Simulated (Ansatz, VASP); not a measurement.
## One calculation of SnO2, two programs

The input INCAR:

```
ALGO     = Normal         # electronic algorithm
EDIFF    = 1E-6           # SCF threshold, eV
ENCUT    = 520            # plane-wave cutoff, eV
GGA      = PS             # functional
ISIF     = 2              # what is computed and relaxed
ISMEAR   = 0              # smearing method
LASPH    = True           # aspherical terms in the spheres
LCHARG   = False          # write CHGCAR
LREAL    = False          # projectors in reciprocal space
LWAVE    = False          # write WAVECAR
NBANDS   = 20             # bands
NELM     = 60             # most SCF steps
PREC     = Accurate       # precision mode
SIGMA    = 0.01           # smearing width, eV
```

Contents of KPOINTS:

```
k-points
0
Gamma
  6 6 6
```

File POSCAR:

```
SnO2
1.0
    1.6170930800      0.9336291200      4.8005925800
   -1.6170930800      0.9336291200      4.8005925800
    0.0000000000     -1.8672582400      4.8005925800
Sn O
1 2
Direct
    0.5000000007      0.5000000007      0.5000000007
    0.2309860643      0.2433539362      0.2371700002
    0.7628300005      0.7628300005      0.7628300005
```

Input for Ansatz:

```yaml
crystal:
  lattice:
    - [1.61709308, 0.93362912, 4.80059258]
    - [-1.61709308, 0.93362912, 4.80059258]
    - [0.0, -1.86725824, 4.80059258]
  atoms:
    - { symbol: Sn, position: [0.5000000006943587, 0.5000000006943587, 0.5000000006943587] }
    - { symbol: O, position: [0.23098606430610544, 0.24335393616664178, 0.2371700002363736] }
    - { symbol: O, position: [0.7628300004579852, 0.7628300004579852, 0.7628300004579852] }
basis:
  ecutwfc: 517.016338673772
kpoints:
  mp_grid:
    grid: [6, 6, 6]
    shift: [0.0, 0.0, 0.0]
hamiltonian:
  xc: pbesol
scf:
  convergence:
    dr2_threshold: 1.0e-10
  occupations:
    method: fixed
output:
  forces: true
```

Alike in both runs: task single point; functional PBEsol; k mesh 6 × 6 × 6; no spin polarisation.

|  | VASP | Ansatz |
| --- | --- | --- |
| version | VASP 6.6.1 | Ansatz 0.2.0 |
| potentials or method | VASP PAW PBE potentials, release 64 (Sn_d, O), cutoff 520 eV | plane waves, PAW |
| occupations | gaussian, width 0.01 eV | fixed |
| valence electrons in the cell | 26 | 26 |

```tsv
	VASP	Ansatz	Ansatz less VASP
rms of the force components (eV/Å)	0.177	0.199	+0.0216
```

VASP's potentials were made for PBE, not for PBEsol. Atom by atom the forces differ by 0.024 eV/Å (rms over components).
